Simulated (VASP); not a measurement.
Crystal: RbBr.

```
Rb Br
1.0
     4.12425    0.00000    0.00000
     0.00000    4.12425    0.00000
     0.00000    0.00000    4.12425
Rb Br
1 1
Direct
  0.00000 0.00000 0.00000
  0.50000 0.50000 0.50000
```

Program: VASP 6.6.1. Alike in all runs: no spin polarisation; cell as given; cutoff (eV) 520; smearing gaussian 0.01 eV.

Problem. Order these runs on this cell by their band gap on the k mesh, lowest first.
A. level HF; potentials or basis VASP PAW PBE potentials, release 64 (Rb_sv, Br); k mesh 4 × 4 × 4; grid for exact exchange (PRECFOCK) Normal; share of exact exchange 1
B. level LDA; potentials or basis VASP PAW LDA potentials, release 64 (Rb_sv, Br); k mesh 6 × 6 × 6
C. level PBE0; potentials or basis VASP PAW PBE potentials, release 64 (Rb_sv, Br); k mesh 4 × 4 × 4; grid for exact exchange (PRECFOCK) Normal; share of exact exchange 0.25
D. level PBE; potentials or basis VASP PAW PBE potentials, release 64 (Rb_sv, Br); k mesh 6 × 6 × 6

Solution. B (3.69 eV), D (4.09 eV), C (5.99 eV), A (12.01 eV).

A k mesh can miss the band edges.
